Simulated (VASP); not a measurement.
# AlN (F-43m) in VASP: relaxation of cell and atoms with PBEsol

Aim: the relaxation of cell and atoms of AlN with PBEsol.

Everything below comes from runs of VASP 6.6.1. Logs are shortened: lines on timing, memory, paths and dates and some standing lists are left out, and cuts for length are marked.

### Step 1. The cell of the first run

The structure is cubic, space group F-43m (No. 216). The conventional cell has a = 4.378 Å, b = 4.378 Å, c = 4.378 Å, α = 90.00°, β = 90.00°, γ = 90.00°. Al (site symmetry -43m) has 4 N at 1.90 Å within 2.5 Å. N (site symmetry -43m) has 4 Al at 1.90 Å within 2.5 Å.

### Step 2. Relaxation of cell and atoms, PBEsol, target pressure 9 GPa, at which the enthalpy is minimised

Input file INCAR:

```
SYSTEM = AlN
PREC     = Accurate       ! precision mode
ENCUT    = 600            ! plane-wave cutoff, eV
EDIFF    = 1E-7           ! SCF threshold, eV
ISMEAR   = 0              ! smearing method
SIGMA    = 0.01           ! smearing width, eV
LREAL    = .False.        ! projectors in reciprocal space
LASPH    = .True.         ! aspherical terms in the spheres
NELM     = 120            ! most SCF steps
ALGO     = Normal         ! electronic algorithm
ISIF     = 3              ! what is computed and relaxed
LWAVE    = .False.        ! write WAVECAR
LCHARG   = .False.        ! write CHGCAR
GGA      = PS             ! functional
IBRION   = 2              ! ionic algorithm
NSW      = 80             ! ionic steps
EDIFFG   = -0.001         ! ionic threshold
PSTRESS  = 90.0         
GGA_COMPAT= .False.      
NELMIN   = 4
```

Input file KPOINTS:

```
Automatic mesh
0
Gamma
  10 10 10
  0 0 0
```

Input file POSCAR:

```
AlN
1.0
    0.0000000000      2.1888400046      2.1888400046
    2.1888400046      0.0000000000      2.1888400046
    2.1888400046      2.1888400046      0.0000000000
Al N
1 1
Direct
    0.0000000000      0.0000000000      0.0000000000
    0.7500000000      0.7500000000      0.7500000000
```

Potentials or basis: VASP PAW PBE potentials, release 64 (Al, N).

Command:

```bash
> cat potpaw_PBE.64/Al/POTCAR potpaw_PBE.64/N/POTCAR > POTCAR
> mpirun -np 1 vasp_std > vasp.out
```

OUTCAR:

```text
SYSTEM = AlN
   PREC = Accurate
   ENCUT = 600
   EDIFF = 1E-7
   ISMEAR = 0
   LREAL = .False.
   LASPH = .True.
   NELM = 120
   ISIF = 3
   GGA = PS
   IBRION = 2
   NSW = 80
   EDIFFG = -0.001
   PSTRESS = 90.0
   NELMIN = 4

 ion  position               nearest neighbor table
   1  0.000  0.000  0.000-   2 1.90   2 1.90   2 1.90   2 1.90
   2  0.750  0.750  0.750-   1 1.90   1 1.90   1 1.90   1 1.90

  LATTYP: Found a face centered cubic cell.
 ALAT       =     4.3776800092

  Lattice vectors:

 A1 = (   0.0000000000,   2.1888400046,   2.1888400046)
 A2 = (   2.1888400046,   0.0000000000,   2.1888400046)
 A3 = (   2.1888400046,   2.1888400046,   0.0000000000)

Analysis of symmetry for initial positions (statically):
=====================================================================
 Subroutine PRICEL returns:
 Original cell was already a primitive cell.

 Routine SETGRP: Setting up the symmetry group for a
 face centered cubic supercell.

 Subroutine GETGRP returns: Found 24 space group operations
 (whereof 24 operations were pure point group operations)
 out of a pool of 48 trial point group operations.

The static configuration has the point symmetry T_d .

Analysis of symmetry for dynamics (positions and initial velocities):
=====================================================================
 Subroutine PRICEL returns:
 Original cell was already a primitive cell.

 Routine SETGRP: Setting up the symmetry group for a
 face centered cubic supercell.

 Subroutine GETGRP returns: Found 24 space group operations
 (whereof 24 operations were pure point group operations)
 out of a pool of 48 trial point group operations.

The dynamic configuration has the point symmetry T_d .

 Subroutine INISYM returns: Found 24 space group operations
 (whereof 24 operations are pure point group operations),
 and found     1 'primitive' translations

----------------------------------------------------------------------------------------

                                     Primitive cell

  volume of cell :      20.9736

  direct lattice vectors                    reciprocal lattice vectors
     0.000000000  2.188840005  2.188840005    -0.228431497  0.228431497  0.228431497
     2.188840005  0.000000000  2.188840005     0.228431497 -0.228431497  0.228431497
     2.188840005  2.188840005  0.000000000     0.228431497  0.228431497 -0.228431497

  length of vectors
     3.095487220  3.095487220  3.095487220     0.395654960  0.395654960  0.395654960

  position of ions in fractional coordinates (direct lattice)
     0.000000000  0.000000000  0.000000000
     0.750000000  0.750000000  0.750000000

  ion indices of the primitive-cell ions
   primitive index   ion index
                 1           1
                 2           2

----------------------------------------------------------------------------------------

 KPOINTS: Automatic mesh

Automatic generation of k-mesh.
 Grid dimensions read from file:
 generate k-points for:   10   10   10

 Generating k-lattice:

  Cartesian coordinates                     Fractional coordinates (reciprocal lattice)
    -0.022843150  0.022843150  0.022843150     0.100000000  0.000000000  0.000000000
     0.022843150 -0.022843150  0.022843150     0.000000000  0.100000000  0.000000000
     0.022843150  0.022843150 -0.022843150     0.000000000  0.000000000  0.100000000

  Length of vectors
     0.039565496  0.039565496  0.039565496

  Shift w.r.t. Gamma in fractional coordinates (k-lattice)
     0.000000000  0.000000000  0.000000000

 Subroutine IBZKPT returns following result:
 ===========================================

 Found     47 irreducible k-points:

 Following reciprocal coordinates:
            Coordinates               Weight
  0.000000  0.000000  0.000000      1.000000
  0.100000  0.000000  0.000000      8.000000
  0.200000  0.000000  0.000000      8.000000
  0.300000  0.000000  0.000000      8.000000
  0.400000  0.000000  0.000000      8.000000
  0.500000  0.000000  0.000000      4.000000
[... 16 lines left out ...]
  0.300000  0.300000  0.000000      6.000000
  0.400000  0.300000  0.000000     24.000000
 [... further k-points ...]
   k-points           NKPTS =     47   k-points in BZ     NKDIM =     47   number of bands    NBANDS=      8
   number of dos      NEDOS =    301   number of ions     NIONS =      2
   total plane-waves  NPLWV =  21952
   dimension x,y,z NGX =    28 NGY =   28 NGZ =   28
   dimension x,y,z NGXF=    56 NGYF=   56 NGZF=   56
   ions per type =               1   1
   NGX,Y,Z   is equivalent  to a cutoff of  15.04, 15.04, 15.04 a.u.
   NGXF,Y,Z  is equivalent  to a cutoff of  30.08, 30.08, 30.08 a.u.
 SYSTEM =  AlN
   PREC   = accura    normal or accurate (medium, high low for compatibility)
   ISTART =      0    job   : 0-new  1-cont  2-samecut
   ICHARG =      2    charge: 1-file 2-atom 10-const
   ISPIN  =      1    spin polarized calculation?
   LNONCOLLINEAR =      F non collinear calculations
   LSORBIT =      F    spin-orbit coupling
   LASPH  =      T    aspherical Exc in radial PAW
   ENCUT  =  600.0 eV  44.10 Ry    6.64 a.u.   6.18  6.18  6.18*2*pi/ulx,y,z
   NELM   =    120;   NELMIN=  4; NELMDL= -5     # of ELM steps
   EDIFF  = 0.1E-06   stopping-criterion for ELM
   LREAL  =      F    real-space projection
   EDIFFG = -.1E-02   stopping-criterion for IOM
   NSW    =     80    number of steps for IOM
   IBRION =      2    ionic relax: 0-MD 1-quasi-New 2-CG
   NFREE  =      1    steps in history (QN), initial steepest desc. (CG)
   ISIF   =      3    stress and relaxation
   ISYM   =      2    0-nonsym 1-usesym 2-fastsym
   POTIM  = 0.5000    time-step for ionic-motion
   TEBEG  =    0.0;   TEEND  =   0.0 temperature during run
   PSTRESS=   90.0 pullay stress
   NELECT =       8.0000    total number of electrons
   NUPDOWN=      -1.0000    fix difference up-down
   EMIN   =  10.00;   EMAX   =-10.00  energy-range for DOS
   EFERMI =   0.00;   METHOD = LEGACY
   ISMEAR =     0;   SIGMA  =   0.01  broadening in eV -4-tet -1-fermi 0-gaus
   EFERMI_NEDOS =   21; number of points for ismear=-14 and -15
   IALGO  =     38    algorithm
   IMIX   =      4    mixing-type and parameters
     AMIX     =   0.40;   BMIX     =  1.00
     AMIX_MAG =   1.60;   BMIX_MAG =  1.00
  volume/ion in A,a.u.               =      10.49        70.77
  Fermi-wavevector in a.u.,A,eV,Ry     =   1.187264  2.243605 19.178731  1.409597
  Thomas-Fermi vector in A             =   2.323420
   LORBIT       =      0    0 simple, 1 ext, 2 COOP (PROOUT), +10 PAW based schemes
   GGA     = PS    functional components
   LHFCALC =     F    Hartree Fock is set to
   AEXX    =    0.0000 exact exchange contribution
   IVDW    =     0    specifies the selected vdW correction
   LEPSILON=     F    determine dielectric tensor
   LRPA    =     F    only Hartree local field effects (RPA)
 conjugate gradient relaxation of ions
 non-spin polarized calculation
 Gauss-broadening in eV      SIGMA  =   0.01
  energy-cutoff  :      600.00
  volume of cell :       20.97
 maximum number of plane-waves:       725
 NGX is ok and might be reduce to    28
   NGX = 13   NGY = 13   NGZ = 13

--------------------------------------- Ionic step        1  -------------------------------------------

 number of electron       7.9999999 magnetization

 Free energy of the ion-electron system (eV)
  ---------------------------------------------------
  ext. energy  EPLUGINS =         0.00000000
  ---------------------------------------------------
  free energy    TOTEN  =       -15.61302851 eV

  energy without entropy =      -15.61302851  energy(sigma->0) =      -15.61302851

------------------------ aborting loop because EDIFF is reached ----------------------------------------

  FORCE on cell =-STRESS in cart. coord.  units (eV):
  Direction    XX          YY          ZZ          XY          YZ          ZX
  --------------------------------------------------------------------------------------
  -------------------------------------------------------------------------------------
  Total       -0.0198755     -0.0198755     -0.0198755      0.0000000     -0.0000000      0.0000000
  in kB       -1.5182965     -1.5182965     -1.5182965      0.0000000     -0.0000000      0.0000000
  external PRESSURE =     -91.5182965 kB  Pullay stress =      90.0000000 kB
[... 175 lines left out ...]
  enthalpy is  TOTEN    =       -14.4602911768 eV   P V=        1.1303222696

--------------------------------------- Ionic step        6  -------------------------------------------

 number of electron       8.0000000 magnetization

 Free energy of the ion-electron system (eV)
  ---------------------------------------------------
  ext. energy  EPLUGINS =         0.00000000
  ---------------------------------------------------
  free energy    TOTEN  =       -15.59012722 eV

  energy without entropy =      -15.59012722  energy(sigma->0) =      -15.59012722

 E-fermi :   6.2632     XC(G=0): -11.2845

 val. band max:        6.2151208738   @ k =   0.0000   0.0000   0.0000
 cond. band min:       9.4180838738   @ k =   0.5000   0.5000   0.0000
 fundamental gap:      3.2029630000
 Fermi energy:         6.2632070928

 k-point     1 :       0.0000    0.0000    0.0000
  band No.  band energies     occupation
      1      -8.9520      2.00000
      2       6.2151      2.00000
      3       6.2151      2.00000
      4       6.2151      2.00000
      5      10.6626      0.00000
      6      19.0337      0.00000
      7      19.0337      0.00000
      8      19.0337      0.00000
[... 243 lines left out ...]
 k-point    24 :       0.4000    0.3000    0.0000
  band No.  band energies     occupation
      1      -6.8163      2.00000
      2       1.9609      2.00000
      3       4.4579      2.00000
      4       4.7706      2.00000
      5      11.0909      0.00000
      6      15.8518      0.00000
      7      18.8253      0.00000
      8      21.0908      0.00000

 [... further k-points ...]
[... 5 lines left out ...]
  --------------------------------------------------------------------------------------
  -------------------------------------------------------------------------------------
  Total        1.1298121      1.1298121      1.1298121     -0.0000000      0.0000000      0.0000000
  in kB       89.9983236     89.9983236     89.9983236     -0.0000000      0.0000000      0.0000000
  external PRESSURE =      -0.0016764 kB  Pullay stress =      90.0000000 kB
[... 17 lines left out ...]
  FREE ENERGIE OF THE ION-ELECTRON SYSTEM (eV)
  ---------------------------------------------------
  free  energy   TOTEN  =       -15.5901272152 eV

  energy  without entropy=      -15.5901272152  energy(sigma->0) =      -15.59012722

  enthalpy is  TOTEN    =       -14.4602940858 eV   P V=        1.1298331293

 reached required accuracy - stopping structural energy minimisation
```

It took 46 s on 1 thread of AMD EPYC 7R43 (Zen 3), shared host; peak memory 0.12 GiB.

Results:

```
Free energy                                            : -15.5901 eV
Relaxed volume                                         : 10.06 Å³/atom
Relaxed cell                                           : a = 3.053 Å, b = 3.053 Å, c = 3.053 Å, α = 60.00°, β = 60.00°, γ = 60.00°
Space group after relaxing (to 0.05 Å)                 : F-43m (No. 216)
Energy change on relaxing (the enthalpy is what falls) : +11.5 meV/atom
Ionic steps                                            : 6
Pressure after relaxing                                : 9.0 GPa
Band gap on the k mesh                                 : 3.20 eV, indirect (least direct gap 4.45 eV)
```

Step by step:
| step | energy change (eV) | largest force (eV/Å) | pressure (GPa) | volume (Å³) |
| --- | --- | --- | --- | --- |
| 1 | 0.0000 | 0.0000 | -0.15 | 20.97 |
| 2 | 0.1062 | 0.0000 | 20.90 | 19.21 |
| 3 | 0.0225 | 0.0000 | 8.92 | 20.12 |
| 4 | 0.0234 | 0.0000 | 9.11 | 20.10 |
| 5 | 0.0224 | 0.0000 | 8.90 | 20.12 |
| 6 | 0.0229 | 0.0000 | 9.00 | 20.11 |

Final structure:
```
Al N
1.0
     0.00000    2.15849    2.15849
     2.15849    0.00000    2.15849
     2.15849    2.15849    0.00000
Al N
1 1
Cartesian
  2.1585 0.0000 2.1585
  3.2377 3.2377 3.2377
```

Caveat: the cell is relaxed towards a set pressure, so the enthalpy falls and the energy may rise; the PAW data sets were made with another functional, which shifts forces and pressure a little.
